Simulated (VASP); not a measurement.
# Ti3Ge2 (Pm-3m) in VASP: notebook

The runs below take Ti3Ge2 through single point, with PBE.

Program: VASP 6.6.1. These are calculated values, not measurements. Logs are shortened: lines on timing, memory, paths and dates and some standing lists are left out, and cuts for length are marked.

**1. The cell of the first run**

Symmetry: Pm-3m, No. 221, cubic system. The conventional cell has a = 4.663 Å, b = 4.663 Å, c = 4.663 Å, α = 90.00°, β = 90.00°, γ = 90.00°. Within 3.1 Å of Ti (site symmetry 4/mmm) lie 2 Ge at 2.33 Å. Ge (site symmetry m-3m) has 6 Ti at 2.33 Å within 3.1 Å. Ge (site symmetry m-3m) has 12 Ti at 3.30 Å and 8 Ge at 4.04 Å within 4.3 Å.

The cell was generated, and may not be a known phase.

**2. Single point, PBE, collinear spin**

The input, INCAR:

```
SYSTEM = Ti3Ge2
PREC = Accurate ; ENCUT = 620
EDIFF = 1E-6 ; ISMEAR = 0
SIGMA = 0.1 ; LREAL = .FALSE.
LASPH = .TRUE. ; NELM = 300
ALGO = All ; ISIF = 2
LWAVE = .FALSE. ; LCHARG = .TRUE.
ISPIN = 2 ; MAGMOM = 1 1 1 0 0
LORBIT = 11 ; LMAXMIX = 4
GGA = PE ; LVHAR = .TRUE.
NBANDS = 44 ; GGA_COMPAT = .FALSE.
ISEARCH = 1 ; KPAR = 4
```

The input, KPOINTS:

```
regular mesh
0
G
  4 4 4
  0 0 0
```

The input, POSCAR:

```
Ti3Ge2
1.0
    4.6629948712      0.0000000000      0.0000000000
    0.0000000000      4.6629948712      0.0000000000
    0.0000000000      0.0000000000      4.6629948712
Ti Ge
3 2
Direct
    0.5000000000      0.0000000000      0.0000000000
    0.0000000000      0.5000000000      0.0000000000
    0.0000000000      0.0000000000      0.5000000000
    0.0000000000      0.0000000000      0.0000000000
    0.5000000000      0.5000000000      0.5000000000
```

Potentials or basis: VASP PAW PBE potentials, release 64 (Ti_sv, Ge_d).

Launch:

```console
> cat potpaw_PBE.64/Ti_sv/POTCAR potpaw_PBE.64/Ge_d/POTCAR > POTCAR
> mpirun -np 4 vasp_std > vasp.out
```

OUTCAR:

```text
SYSTEM = Ti3Ge2
   PREC = Accurate
   ENCUT = 620
   EDIFF = 1E-6
   ISMEAR = 0
   LREAL = .FALSE.
   LASPH = .TRUE.
   NELM = 300
   ISIF = 2
   ISPIN = 2
   LORBIT = 11
   GGA = PE

 ion  position               nearest neighbor table
   1  0.500  0.000  0.000-   4 2.33   4 2.33
   2  0.000  0.500  0.000-   4 2.33   4 2.33
   3  0.000  0.000  0.500-   4 2.33   4 2.33
   4  0.000  0.000  0.000-   1 2.33   2 2.33   3 2.33   3 2.33   2 2.33   1 2.33
   5  0.500  0.500  0.500-

  LATTYP: Found a simple cubic cell.
 ALAT       =     4.6629948712

  Lattice vectors:

 A1 = (   4.6629948712,   0.0000000000,   0.0000000000)
 A2 = (   0.0000000000,   4.6629948712,   0.0000000000)
 A3 = (   0.0000000000,   0.0000000000,   4.6629948712)

Analysis of symmetry for initial positions (statically):
=====================================================================
 Subroutine PRICEL returns:
 Original cell was already a primitive cell.

 Routine SETGRP: Setting up the symmetry group for a
 simple cubic supercell.

 Subroutine GETGRP returns: Found 48 space group operations
 (whereof 48 operations were pure point group operations)
 out of a pool of 48 trial point group operations.

The static configuration has the point symmetry O_h .

Analysis of symmetry for dynamics (positions and initial velocities):
=====================================================================
 Subroutine PRICEL returns:
 Original cell was already a primitive cell.

 Routine SETGRP: Setting up the symmetry group for a
 simple cubic supercell.

 Subroutine GETGRP returns: Found 48 space group operations
 (whereof 48 operations were pure point group operations)
 out of a pool of 48 trial point group operations.

The dynamic configuration has the point symmetry O_h .

Analysis of structural, dynamic, and magnetic symmetry:
=====================================================================
 Subroutine PRICEL returns:
 Original cell was already a primitive cell.

 Routine SETGRP: Setting up the symmetry group for a
 simple cubic supercell.

 Subroutine GETGRP returns: Found 48 space group operations
 (whereof 48 operations were pure point group operations)
 out of a pool of 48 trial point group operations.

The overall configuration has the point symmetry O_h .

 Subroutine INISYM returns: Found 48 space group operations
 (whereof 48 operations are pure point group operations),
 and found     1 'primitive' translations

----------------------------------------------------------------------------------------

                                     Primitive cell

  volume of cell :     101.3899

  direct lattice vectors                    reciprocal lattice vectors
     4.662994871  0.000000000  0.000000000     0.214454450  0.000000000  0.000000000
     0.000000000  4.662994871  0.000000000     0.000000000  0.214454450  0.000000000
     0.000000000  0.000000000  4.662994871     0.000000000  0.000000000  0.214454450

  length of vectors
     4.662994871  4.662994871  4.662994871     0.214454450  0.214454450  0.214454450

  position of ions in fractional coordinates (direct lattice)
     0.500000000  0.000000000  0.000000000
     0.000000000  0.500000000  0.000000000
     0.000000000  0.000000000  0.500000000
     0.000000000  0.000000000  0.000000000
     0.500000000  0.500000000  0.500000000

  ion indices of the primitive-cell ions
   primitive index   ion index
                 1           1
                 2           2
                 3           3
                 4           4
                 5           5

----------------------------------------------------------------------------------------

 KPOINTS: regular mesh

Automatic generation of k-mesh.
 Grid dimensions read from file:
 generate k-points for:    4    4    4

 Generating k-lattice:

  Cartesian coordinates                     Fractional coordinates (reciprocal lattice)
     0.053613612  0.000000000  0.000000000     0.250000000  0.000000000  0.000000000
     0.000000000  0.053613612  0.000000000     0.000000000  0.250000000  0.000000000
     0.000000000  0.000000000  0.053613612     0.000000000  0.000000000  0.250000000

  Length of vectors
     0.053613612  0.053613612  0.053613612

  Shift w.r.t. Gamma in fractional coordinates (k-lattice)
     0.000000000  0.000000000  0.000000000

 Subroutine IBZKPT returns following result:
 ===========================================

 Found     10 irreducible k-points:

 Following reciprocal coordinates:
            Coordinates               Weight
  0.000000  0.000000  0.000000      1.000000
  0.250000  0.000000  0.000000      6.000000
  0.500000  0.000000  0.000000      3.000000
  0.250000  0.250000  0.000000     12.000000
  0.500000  0.250000  0.000000     12.000000
  0.500000  0.500000  0.000000      3.000000
  0.250000  0.250000  0.250000      8.000000
  0.500000  0.250000  0.250000     12.000000
  0.500000  0.500000  0.250000      6.000000
  0.500000  0.500000  0.500000      1.000000
   k-points           NKPTS =     10   k-points in BZ     NKDIM =     10   number of bands    NBANDS=     44
   number of dos      NEDOS =    301   number of ions     NIONS =      5
   total plane-waves  NPLWV =  64000
   dimension x,y,z NGX =    40 NGY =   40 NGZ =   40
   dimension x,y,z NGXF=    80 NGYF=   80 NGZF=   80
   ions per type =               3   2
   NGX,Y,Z   is equivalent  to a cutoff of  14.26, 14.26, 14.26 a.u.
   NGXF,Y,Z  is equivalent  to a cutoff of  28.52, 28.52, 28.52 a.u.
 SYSTEM =  Ti3Ge2
   PREC   = accura    normal or accurate (medium, high low for compatibility)
   ISTART =      0    job   : 0-new  1-cont  2-samecut
   ICHARG =      2    charge: 1-file 2-atom 10-const
   ISPIN  =      2    spin polarized calculation?
   LNONCOLLINEAR =      F non collinear calculations
   LSORBIT =      F    spin-orbit coupling
   LASPH  =      T    aspherical Exc in radial PAW
   ENCUT  =  620.0 eV  45.57 Ry    6.75 a.u.   9.47  9.47  9.47*2*pi/ulx,y,z
   NELM   =    300;   NELMIN=  2; NELMDL= -5     # of ELM steps
   EDIFF  = 0.1E-05   stopping-criterion for ELM
   LREAL  =      F    real-space projection
   EDIFFG = 0.1E-04   stopping-criterion for IOM
   NSW    =      0    number of steps for IOM
   IBRION =     -1    ionic relax: 0-MD 1-quasi-New 2-CG
   NFREE  =      0    steps in history (QN), initial steepest desc. (CG)
   ISIF   =      2    stress and relaxation
   ISYM   =      2    0-nonsym 1-usesym 2-fastsym
   POTIM  = 0.5000    time-step for ionic-motion
   TEBEG  =    0.0;   TEEND  =   0.0 temperature during run
   PSTRESS=    0.0 pullay stress
   NELECT =      64.0000    total number of electrons
   NUPDOWN=      -1.0000    fix difference up-down
   EMIN   =  10.00;   EMAX   =-10.00  energy-range for DOS
   EFERMI =   0.00;   METHOD = LEGACY
   ISMEAR =     0;   SIGMA  =   0.10  broadening in eV -4-tet -1-fermi 0-gaus
   EFERMI_NEDOS =   21; number of points for ismear=-14 and -15
   IALGO  =     58    algorithm
   IMIX   =      4    mixing-type and parameters
     AMIX     =   0.40;   BMIX     =  1.00
     AMIX_MAG =   1.60;   BMIX_MAG =  1.00
  volume/ion in A,a.u.               =      20.28       136.84
  Fermi-wavevector in a.u.,A,eV,Ry     =   1.404332  2.653803 26.832719  1.972149
  Thomas-Fermi vector in A             =   2.526905
   LORBIT       =     11    0 simple, 1 ext, 2 COOP (PROOUT), +10 PAW based schemes
   GGA     = PE    functional components
   LHFCALC =     F    Hartree Fock is set to
   AEXX    =    0.0000 exact exchange contribution
   IVDW    =     0    specifies the selected vdW correction
   LEPSILON=     F    determine dielectric tensor
   LRPA    =     F    only Hartree local field effects (RPA)
 spin polarized calculation
 Gauss-broadening in eV      SIGMA  =   0.10
  energy-cutoff  :      620.00
  volume of cell :      101.39
 maximum number of plane-waves:      3585
 NGX is ok and might be reduce to    40
   NGX = 19   NGY = 19   NGZ = 19

 number of electron      63.9999995 magnetization       0.0055722

 Free energy of the ion-electron system (eV)
  ---------------------------------------------------
  ext. energy  EPLUGINS =         0.00000000
  ---------------------------------------------------
  free energy    TOTEN  =       -30.99101218 eV

  energy without entropy =      -30.95667707  energy(sigma->0) =      -30.97384463

 E-fermi :   6.5280     XC(G=0): -10.6716

 val. band max:        6.4636736243   @ k =   0.5000   0.2500   0.2500
 cond. band min:       6.5297834744   @ k =   0.5000   0.5000   0.2500
 fundamental gap:      0.0661098501
 Fermi energy:         6.5279965879

 spin component 1

 k-point     1 :       0.0000    0.0000    0.0000
  band No.  band energies     occupation
      1     -50.8191      1.00000
      2     -50.7916      1.00000
      3     -50.7916      1.00000
      4     -27.1621      1.00000
      5     -27.1621      1.00000
      6     -27.1621      1.00000
[... 459 lines left out ...]
     43       9.9049      0.00000
     44       9.9049      0.00000
 Fermi energy:         6.5279965879

 spin component 2

 k-point     1 :       0.0000    0.0000    0.0000
  band No.  band energies     occupation
      1     -50.8177      1.00000
      2     -50.7902      1.00000
      3     -50.7902      1.00000
      4     -27.1606      1.00000
      5     -27.1606      1.00000
      6     -27.1606      1.00000
[... 459 lines left out ...]
     43       9.9063      0.00000
     44       9.9063      0.00000

------------------------ aborting loop because EDIFF is reached ----------------------------------------

  FORCE on cell =-STRESS in cart. coord.  units (eV):
  Direction    XX          YY          ZZ          XY          YZ          ZX
  --------------------------------------------------------------------------------------
  -------------------------------------------------------------------------------------
  Total        0.2757347      0.2757347      0.2757347     -0.0000000     -0.0000000      0.0000000
  in kB        4.3571968      4.3571968      4.3571968     -0.0000000     -0.0000000      0.0000000
  external PRESSURE =       4.3571968 kB  Pullay stress =       0.0000000 kB

 VOLUME and BASIS-vectors are now :
 -----------------------------------------------------------------------------
  energy-cutoff  :      620.00
  volume of cell :      101.39
      direct lattice vectors                 reciprocal lattice vectors
     4.662994871  0.000000000  0.000000000     0.214454450  0.000000000  0.000000000
     0.000000000  4.662994871  0.000000000     0.000000000  0.214454450  0.000000000
     0.000000000  0.000000000  4.662994871     0.000000000  0.000000000  0.214454450

 POSITION                                       TOTAL-FORCE (eV/Angst)
 -----------------------------------------------------------------------------------
      2.33150      0.00000      0.00000         0.000000      0.000000      0.000000
      0.00000      2.33150      0.00000         0.000000      0.000000      0.000000
      0.00000      0.00000      2.33150         0.000000      0.000000      0.000000
      0.00000      0.00000      0.00000         0.000000      0.000000      0.000000
      2.33150      2.33150      2.33150         0.000000      0.000000      0.000000
 -----------------------------------------------------------------------------------
    total drift:                               -0.000000      0.000000     -0.000000

  FREE ENERGIE OF THE ION-ELECTRON SYSTEM (eV)
  ---------------------------------------------------
  free  energy   TOTEN  =       -30.9910121810 eV

  energy  without entropy=      -30.9566746285  energy(sigma->0) =      -30.97384340

 total charge

# of ion       s       p       d       tot
------------------------------------------
    1        2.168   6.105   1.944  10.217
    2        2.168   6.105   1.944  10.217
    3        2.168   6.105   1.944  10.217
    4        1.210   1.679  10.097  12.987
    5        1.142   0.956   9.980  12.079
--------------------------------------------------
tot          8.856  20.951  25.910  55.717

 magnetization (x)

# of ion       s       p       d       tot
------------------------------------------
    1        0.000   0.000   0.002   0.002
    2        0.000   0.000   0.002   0.002
    3        0.000   0.000   0.002   0.002
    4       -0.000  -0.000   0.000  -0.000
    5       -0.000  -0.000   0.000  -0.000
--------------------------------------------------
tot         -0.000  -0.000   0.005   0.004
```

Wall time 3.8 min (4 MPI ranks of Intel Xeon Platinum 8259CL at 2.50GHz (Skylake/Cascade Lake), shared host); peak memory 0.41 GiB.

What came out:

```
Free energy                                           : -30.9910 eV
Pressure                                              : 0.4 GPa
Band gap on the k mesh                                : zero (filled and empty bands overlap)
Net moment                                            : 0.01 μB per cell
Valence electrons inside the program's atomic spheres : Ti 10.22; Ge 12.99, 12.08
```

**3. Single point, PBE**

This run uses another cell than the first one, of 20.35 Å³/atom.

The input, INCAR:

```
SYSTEM = Ti3Ge2
PREC = Accurate
ENCUT = 620
EDIFF = 1E-6
ISMEAR = 0
SIGMA = 0.1
LREAL = .FALSE.
LASPH = .TRUE.
NELM = 300
ALGO = All
ISIF = 2
LWAVE = .FALSE.
LCHARG = .TRUE.
GGA = PE
LVHAR = .TRUE.
NBANDS = 40
GGA_COMPAT = .FALSE.
ISEARCH = 1
KPAR = 4
```

The input, KPOINTS:

```
regular mesh
0
G
  8 8 8
  0 0 0
```

Edit POSCAR of step 2 so:

```diff
@@ -2,5 +2,5 @@
 1.0
-    4.6629948712      0.0000000000      0.0000000000
-    0.0000000000      4.6629948712      0.0000000000
-    0.0000000000      0.0000000000      4.6629948712
+    4.6686279397      0.0000000000      0.0000000000
+    0.0000000000      4.6686279397      0.0000000000
+    0.0000000000      0.0000000000      4.6686279397
 Ti Ge
```

Potentials or basis: VASP PAW PBE potentials, release 64 (Ti_sv, Ge_d).

Launch:

```console
> cat potpaw_PBE.64/Ti_sv/POTCAR potpaw_PBE.64/Ge_d/POTCAR > POTCAR
> mpirun -np 4 vasp_std > vasp.out
```

It took 2.2 min on 4 MPI ranks of AMD EPYC 7R13 (Zen 3), shared host; peak memory 0.45 GiB.

The run converged. Its results:

```
Free energy            : -30.9703 eV
Pressure               : 0.2 GPa
Band gap on the k mesh : zero (bands 32 and 33 overlap by 0.33 eV)
```

Levels at points of the mesh, in eV from the Fermi level:
```
           k point  band 29  band 30  band 31  band 32  band 33  band 34  band 35  band 36
(0.00, 0.00, 0.00)    -1.30    -1.30    -1.18    -1.18     0.56     0.92     0.92     1.02
(0.50, 0.00, 0.00)    -1.75    -1.75    -1.05    -0.31     0.31     0.56     0.70     0.70
(0.50, 0.50, 0.00)    -1.94    -1.66    -0.25    -0.25     0.21     0.21     0.55     0.83
(0.50, 0.50, 0.50)    -2.20    -2.20     0.08     0.08     0.08     0.14     0.14     0.14
```

The gap in the log of VASP goes by the Fermi energy; the results here count the filled bands.